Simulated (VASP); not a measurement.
Here is a VASP 6.6.1 calculation.

Contents of INCAR:

```
ALGO = Normal
EDIFF = 1E-6
ENCUT = 520
GGA = PE
ISIF = 2
ISMEAR = -1
LASPH = True
LCHARG = False
LREAL = False
LWAVE = False
NBANDS = 15
NELM = 60
PREC = Accurate
SIGMA = 0.1
```

The input KPOINTS:

```
k-points
0
Gamma
  6 6 6
```

Contents of POSCAR:

```
RbBr
1.0
    0.0000000000      3.4270000000      3.4270000000
    3.4270000000      0.0000000000      3.4270000000
    3.4270000000      3.4270000000      0.0000000000
Rb Br
1 1
Direct
    0.0000000000      0.0000000000      0.0000000000
    0.5000000000      0.5000000000      0.5000000000
```

Potentials or basis: VASP PAW PBE potentials, release 64 (Rb_sv, Br).

The run is started by

```console
$ cat potpaw_PBE.64/Rb_sv/POTCAR potpaw_PBE.64/Br/POTCAR > POTCAR
$ mpirun -np 1 vasp_std > vasp.out
```

(1) What does it give for the pressure?

(2) What does it give for the band gap on the k mesh?

## Answers

(1) 1.0 GPa.

(2) 4.36 eV, direct.
